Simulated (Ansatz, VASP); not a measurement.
## Sc2GaAs3: VASP beside Ansatz

```
Sc Ga As
1.0
     2.91724    1.68427    4.10528
    -2.91724    1.68427    4.10528
     0.00000   -3.36854    4.10528
Sc Ga As
2 1 3
Direct
  0.62980 0.62980 0.62980
  0.37020 0.37020 0.37020
  0.00000 0.00000 0.00000
  0.00000 0.00000 0.50000
  0.50000 0.00000 0.00000
  0.00000 0.50000 0.00000
```

Change from the starting cell: species swapped into the Er2GeRh3 type (R-3m, No. 166).

Alike in both runs: task single point; functional PBE; k mesh 6 × 6 × 6; occupations gaussian, width 0.1 eV; no spin polarisation.

|  | VASP | Ansatz |
| --- | --- | --- |
| version | VASP 6.6.1 | Ansatz 0.2.0 |
| potentials or method | VASP PAW PBE potentials, release 64 (Sc_sv, Ga_d, As), cutoff 500 eV | scalar-relativistic, plane waves, PAW |
| valence electrons in the cell | 50 | 80 |

|  | VASP | Ansatz | Ansatz less VASP |
| --- | --- | --- | --- |
| gap on the k mesh at the Fermi level (eV) | none | none | - |
| pressure (GPa) | -0.4 | -0.6 | -0.16 |
| traceless stress, the component that is largest in VASP (GPa) | -1.97 | -2.01 | -0.042 |
| rms of the force components (eV/Å) | 0.172 | 0.174 | +0.0018 |

Atom by atom the forces differ by 0.002 eV/Å (rms over components). A gap of «none» marks a metal or a gap that the smearing closes. With one functional, cell and mesh, what is left measures potentials, basis and numerics. VASP's potentials hold 50 valence electrons a cell and Ansatz's 80, so a difference there can come from the potentials and not from the codes.
